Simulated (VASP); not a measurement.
# FeO (Fm-3m) in VASP: a series of runs

The runs below take FeO through single point, with PBE.

All numbers are computed with VASP 6.6.1; they aren't measurements. Logs are shortened: lines on timing, memory, paths and dates and some standing lists are left out, and cuts for length are marked.

### 1 The cell of the first run

It takes space group Fm-3m (No. 225, cubic). The conventional cell has a = 4.309 Å, b = 4.309 Å, c = 4.309 Å, α = 90.00°, β = 90.00°, γ = 90.00°. Fe (site symmetry m-3m) has 6 O at 2.15 Å within 2.9 Å. Within 2.9 Å of O (site symmetry m-3m) lie 6 Fe at 2.15 Å.

### 2 Single point, PBE, collinear spin, ferromagnetic start

Input file POSCAR:

```
FeO
1.0
    0.0000000000      2.1544124392      2.1544124392
    2.1544124392      0.0000000000      2.1544124392
    2.1544124392      2.1544124392      0.0000000000
Fe O
1 1
Direct
    0.0000000000      0.0000000000      0.0000000000
    0.5000000000      0.5000000000      0.5000000000
```

Input file INCAR.step1:

```
SYSTEM = FeO
PREC = Accurate
ENCUT = 520
EDIFF = 1E-6
ISMEAR = 0
SIGMA = 0.1
LREAL = .False.
LASPH = .True.
NELM = 150
ALGO = Normal
ISIF = 2
LWAVE = .False.
LCHARG = .True.
ISPIN = 2
MAGMOM = 3.79 0.35
LMAXMIX = 4
GGA = PE
NBANDS = 18
```

Input file KPOINTS.step1:

```
Automatic mesh
0
Gamma
  16 16 16
  0 0 0
```

Input file INCAR.step2:

```
SYSTEM = FeO
PREC = Accurate
ENCUT = 520
EDIFF = 1E-6
ISMEAR = -5
SIGMA = 0.1
LREAL = .False.
LASPH = .True.
NELM = 150
ALGO = Normal
ISIF = 2
LWAVE = .False.
LCHARG = .False.
ISPIN = 2
MAGMOM = 3.79 0.35
LORBIT = 10
LMAXMIX = 4
GGA = PE
NEDOS = 2001
ICHARG = 11
```

Input file KPOINTS.step2:

```
Automatic mesh
0
Gamma
  24 24 24
  0 0 0
```

Potentials or basis: VASP PAW PBE potentials, release 64 (Fe, O).

Run with:

```bash
> cat potpaw_PBE.64/Fe/POTCAR potpaw_PBE.64/O/POTCAR > POTCAR
> cp INCAR.step1 INCAR
> cp KPOINTS.step1 KPOINTS
> mpirun -np 1 vasp_std > vasp.out
> cp INCAR.step2 INCAR
> cp KPOINTS.step2 KPOINTS
> mpirun -np 1 vasp_std > vasp.out
```

OUTCAR:

```text
SYSTEM = FeO
   PREC = Accurate
   ENCUT = 520
   EDIFF = 1E-6
   ISMEAR = -5
   LREAL = .False.
   LASPH = .True.
   NELM = 150
   ISIF = 2
   ISPIN = 2
   LORBIT = 10
   GGA = PE
   ICHARG = 11

 ion  position               nearest neighbor table
   1  0.000  0.000  0.000-   2 2.15   2 2.15   2 2.15   2 2.15   2 2.15   2 2.15
   2  0.500  0.500  0.500-   1 2.15   1 2.15   1 2.15   1 2.15   1 2.15   1 2.15

  LATTYP: Found a face centered cubic cell.
 ALAT       =     4.3088248784

  Lattice vectors:

 A1 = (   0.0000000000,   2.1544124392,   2.1544124392)
 A2 = (   2.1544124392,   0.0000000000,   2.1544124392)
 A3 = (   2.1544124392,   2.1544124392,   0.0000000000)

Analysis of symmetry for initial positions (statically):
=====================================================================
 Subroutine PRICEL returns:
 Original cell was already a primitive cell.

 Routine SETGRP: Setting up the symmetry group for a
 face centered cubic supercell.

 Subroutine GETGRP returns: Found 48 space group operations
 (whereof 48 operations were pure point group operations)
 out of a pool of 48 trial point group operations.

The static configuration has the point symmetry O_h .

Analysis of symmetry for dynamics (positions and initial velocities):
=====================================================================
 Subroutine PRICEL returns:
 Original cell was already a primitive cell.

 Routine SETGRP: Setting up the symmetry group for a
 face centered cubic supercell.

 Subroutine GETGRP returns: Found 48 space group operations
 (whereof 48 operations were pure point group operations)
 out of a pool of 48 trial point group operations.

The dynamic configuration has the point symmetry O_h .

Analysis of structural, dynamic, and magnetic symmetry:
=====================================================================
 Subroutine PRICEL returns:
 Original cell was already a primitive cell.

 Routine SETGRP: Setting up the symmetry group for a
 face centered cubic supercell.

 Subroutine GETGRP returns: Found 48 space group operations
 (whereof 48 operations were pure point group operations)
 out of a pool of 48 trial point group operations.

The overall configuration has the point symmetry O_h .

 Subroutine INISYM returns: Found 48 space group operations
 (whereof 48 operations are pure point group operations),
 and found     1 'primitive' translations

----------------------------------------------------------------------------------------

                                     Primitive cell

  volume of cell :      19.9994

[... 136 lines left out ...]

 E-fermi :   6.2140     XC(G=0): -12.1714

 val. band max:        6.2404701377   @ k =  -0.3333   0.2917   0.1250
 cond. band min:       6.1725097965   @ k =  -0.2500   0.5000   0.2500
 fundamental gap:     -0.0679603412
 Fermi energy:         6.2139514950

 spin component 1

 k-point     1 :       0.0000    0.0000    0.0000
  band No.  band energies     occupation
      1     -14.5170      1.00000
      2       2.3419      1.00000
      3       2.3419      1.00000
      4       2.3419      1.00000
      5       2.4145      1.00000
      6       2.4145      1.00000
      7       2.4145      1.00000
      8       2.5389      1.00000
      9       2.5389      1.00000
     10       6.3133      0.00000
     11      21.6883      0.00000
     12      23.2614      0.00000
     13      23.2614      0.00000
[... 356 lines left out ...]
      2      -2.3965      1.00000
      3      -0.3973      1.00000
      4      -0.3477      1.00000
      5       3.0962      1.00000
      6       3.1453      1.00000
      7       3.6732      1.00000
      8       5.7382      1.00000
      9       5.8038      1.00000
     10      10.3868      0.00000
     11      14.7532      0.00000
     12      18.7331      0.00000
     13      18.9326      0.00000

 [... further k-points ...]

 spin component 2

 k-point     1 :       0.0000    0.0000    0.0000
  band No.  band energies     occupation
      1     -13.9836      1.00000
      2       2.9737      1.00000
      3       2.9737      1.00000
      4       2.9737      1.00000
      5       5.4800      1.00000
      6       5.4803      1.00000
      7       5.4803      1.00000
      8       6.4085      0.00000
      9       6.4088      0.00000
     10       7.1146      0.00000
     11      21.6377      0.00000
     12      24.1500      0.00000
     13      24.1500      0.00000
[... 356 lines left out ...]
      2      -1.6479      1.00000
      3       1.0726      1.00000
      4       1.1227      1.00000
      5       6.5079      0.00000
      6       6.6012      0.00000
      7       6.7548      0.00000
      8       8.8568      0.00000
      9       8.9104      0.00000
     10      10.9460      0.00000
     11      15.8491      0.00000
     12      19.6258      0.00000
     13      19.8106      0.00000

 [... further k-points ...]

------------------------ aborting loop because EDIFF is reached ----------------------------------------

  FORCE on cell =-STRESS in cart. coord.  units (eV):
  Direction    XX          YY          ZZ          XY          YZ          ZX
  --------------------------------------------------------------------------------------
  -------------------------------------------------------------------------------------
  Total       -0.0130135     -0.0130135     -0.0130135      0.0000000      0.0000000      0.0000000
  in kB       -1.0425277     -1.0425277     -1.0425277      0.0000000      0.0000000      0.0000000
  external PRESSURE =      -1.0425277 kB  Pullay stress =       0.0000000 kB

 VOLUME and BASIS-vectors are now :
 -----------------------------------------------------------------------------
  energy-cutoff  :      520.00
  volume of cell :       20.00
      direct lattice vectors                 reciprocal lattice vectors
     0.000000000  2.154412439  2.154412439    -0.232081839  0.232081839  0.232081839
     2.154412439  0.000000000  2.154412439     0.232081839 -0.232081839  0.232081839
     2.154412439  2.154412439  0.000000000     0.232081839  0.232081839 -0.232081839

 POSITION                                       TOTAL-FORCE (eV/Angst)
 -----------------------------------------------------------------------------------
      0.00000      0.00000      0.00000         0.000000      0.000000     -0.000000
      2.15441      2.15441      2.15441        -0.000000     -0.000000      0.000000
 -----------------------------------------------------------------------------------
    total drift:                                0.000000     -0.000000     -0.000000

  FREE ENERGIE OF THE ION-ELECTRON SYSTEM (eV)
  ---------------------------------------------------
  free  energy   TOTEN  =       -14.9309929642 eV

  energy  without entropy=      -14.9309929642  energy(sigma->0) =      -14.93099296

 total charge

# of ion       s       p       d       tot
------------------------------------------
    1        0.288   0.359   6.086   6.733
    2        1.556   3.438   0.000   4.995
--------------------------------------------------
tot          1.844   3.798   6.086  11.728

 magnetization (x)

# of ion       s       p       d       tot
------------------------------------------
    1        0.027   0.021   3.571   3.619
    2        0.030   0.272   0.000   0.302
--------------------------------------------------
tot          0.057   0.293   3.571   3.920
```

Wall time 1.9 min (1 thread of Intel Xeon Platinum 8488C (Sapphire Rapids), shared host); peak memory 0.29 GiB.

Results:

| Item | Value |
| --- | --- |
| Net moment | 4.00 μB per cell |
| Site moments | Fe +3.62; O +0.30 μB |
| Valence electrons inside the program's atomic spheres | Fe 6.73; O 5.00 |

Caveat: a cell with one magnetic atom can't hold antiferromagnetic order, which such compounds often take; semilocal functionals often make such compounds metallic where correlation or magnetic order opens a gap, which also shifts bond lengths.

### 3 Single point, PBE, collinear spin, ferromagnetic start

Input file POSCAR:

```
FeO
1.0
    0.0000000000      2.1544124360      2.1544124360
    2.1544124360      0.0000000000      2.1544124360
    2.1544124360      2.1544124360      0.0000000000
Fe O
1 1
Direct
    0.0000000000      0.0000000000      0.0000000000
    0.5000000000      0.5000000000      0.5000000000
```

INCAR.step1 is that of step 2.

KPOINTS.step1 is that of step 2.

INCAR.step2 is that of step 2.

KPOINTS.step2 is that of step 2.

Potentials or basis: VASP PAW PBE potentials, release 64 (Fe, O).

Run with:

```bash
> cat potpaw_PBE.64/Fe/POTCAR potpaw_PBE.64/O/POTCAR > POTCAR
> cp INCAR.step1 INCAR
> cp KPOINTS.step1 KPOINTS
> mpirun -np 1 vasp_std > vasp.out
> cp INCAR.step2 INCAR
> cp KPOINTS.step2 KPOINTS
> mpirun -np 1 vasp_std > vasp.out
```

Wall time 5.4 min (1 thread of Intel Xeon 8259CL, shared host); peak memory 0.29 GiB.

The run converged. Its results:

```
Net moment                                            : 4.00 μB per cell
Site moments                                          : Fe +3.62; O +0.30 μB
Valence electrons inside the program's atomic spheres : Fe 6.73; O 5.00
```

Levels at points of the mesh, in eV from the Fermi level:
Spin up:
```csv
k point,band 6,band 7,band 8,band 9,band 10,band 11,band 12,band 13
"(0.00, 0.00, 0.00)",-3.80,-3.80,-3.68,-3.68,0.10,15.47,17.05,17.05
"(0.50, 0.00, 0.00)",-3.06,-2.49,-0.33,-0.33,4.09,8.48,12.56,12.56
"(0.50, 0.50, 0.00)",-3.29,-2.80,-2.79,-2.79,5.30,8.75,10.78,14.73
```
Spin down:
```csv
k point,band 3,band 4,band 5,band 6,band 7,band 8
"(0.00, 0.00, 0.00)",-3.24,-3.24,-0.73,-0.73,-0.73,0.19
"(0.50, 0.00, 0.00)",-5.15,-5.15,0.39,0.39,0.60,2.79
"(0.50, 0.50, 0.00)",-4.42,-4.42,-2.11,0.74,0.74,0.74
```

Caveat: a cell with one magnetic atom can't hold antiferromagnetic order, which such compounds often take; semilocal functionals often make such compounds metallic where correlation or magnetic order opens a gap, which also shifts bond lengths.
